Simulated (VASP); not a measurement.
Set up this calculation in VASP 6.6.1, as the native input.

```yaml
Task: single point
Functional: HSE06
Potentials_or_basis: VASP PAW PBE potentials, release 64 (Zn, Se)
Cutoff: 520 eV
k_mesh: 6 × 6 × 6
Occupations: gaussian, width 0.01 eV
Spin: no spin polarisation
Dipole_correction: no
Grid_for_exact_exchange_PRECFOCK: Normal
Further_INCAR_settings: ALGO = Normal; EDIFF = 1e-06; NBANDS = 16
Share_of_exact_exchange: 0.25
Screening_parameter: 0.2079 1/Å
```

Crystal: ZnSe.

```
Zn Se
1.0
     0.00000    2.88907    2.88907
     2.88907    0.00000    2.88907
     2.88907    2.88907    0.00000
Zn Se
1 1
Direct
  0.00000 0.00000 0.00000
  0.25000 0.25000 0.25000
```

This cell differs from its parent crystal: strain +2.0%.

The input as run:

POSCAR

```
ZnSe
1.0
    0.0000000000      2.8890690981      2.8890690981
    2.8890690981      0.0000000000      2.8890690981
    2.8890690981      2.8890690981      0.0000000000
Zn Se
1 1
Direct
    0.0000000000      0.0000000000      0.0000000000
    0.2500000000      0.2500000000      0.2500000000
```

INCAR.step1

```
ALGO     = Normal         # electronic algorithm
EDIFF    = 1E-5           # SCF threshold, eV
ENCUT    = 520            # plane-wave cutoff, eV
GGA      = PE             # functional
ISIF     = 2              # what is computed and relaxed
ISMEAR   = 0              # smearing method
LASPH    = T              # aspherical terms in the spheres
LCHARG   = F              # write CHGCAR
LREAL    = F              # projectors in reciprocal space
LWAVE    = T              # write WAVECAR
NBANDS   = 16             # bands
NELM     = 80             # most SCF steps
PREC     = Accurate       # precision mode
SIGMA    = 0.01           # smearing width, eV
```

INCAR.step2

```
ALGO     = Normal         # electronic algorithm
EDIFF    = 1E-6           # SCF threshold, eV
ENCUT    = 520            # plane-wave cutoff, eV
GGA      = PE             # functional
HFSCREEN = 0.2079         # screening, 1/A
ISIF     = 2              # what is computed and relaxed
ISMEAR   = 0              # smearing method
ISTART   = 1            
LASPH    = T              # aspherical terms in the spheres
LCHARG   = F              # write CHGCAR
LHFCALC  = T              # exact exchange
LREAL    = F              # projectors in reciprocal space
LWAVE    = F              # write WAVECAR
NBANDS   = 16             # bands
NELM     = 80             # most SCF steps
PREC     = Accurate       # precision mode
PRECFOCK = Normal       
SIGMA    = 0.01           # smearing width, eV
```

KPOINTS

```
k-points
0
Gamma
  6 6 6
```

Potentials or basis: VASP PAW PBE potentials, release 64 (Zn, Se).

Run with:

```bash
$ cat potpaw_PBE.64/Zn/POTCAR potpaw_PBE.64/Se/POTCAR > POTCAR
$ cp INCAR.step1 INCAR
$ mpirun -np 1 vasp_std > vasp.out
$ cp INCAR.step2 INCAR
$ mpirun -np 1 vasp_std > vasp.out
```

Results of the run:

```yaml
Pressure: -2.3 GPa
Band_gap_on_the_k_mesh: 2.15 eV
```

Caveat: the cell differs from its parent crystal (strain +2.0%); the PAW data sets were made with another functional, which shifts forces and pressure a little.

Wall time 38 min on 1 thread of Intel(R) Xeon(R) Platinum 8259CL CPU @ 2.50GHz (Skylake/Cascade Lake), with other jobs on the host, peak memory 0.29 GiB.
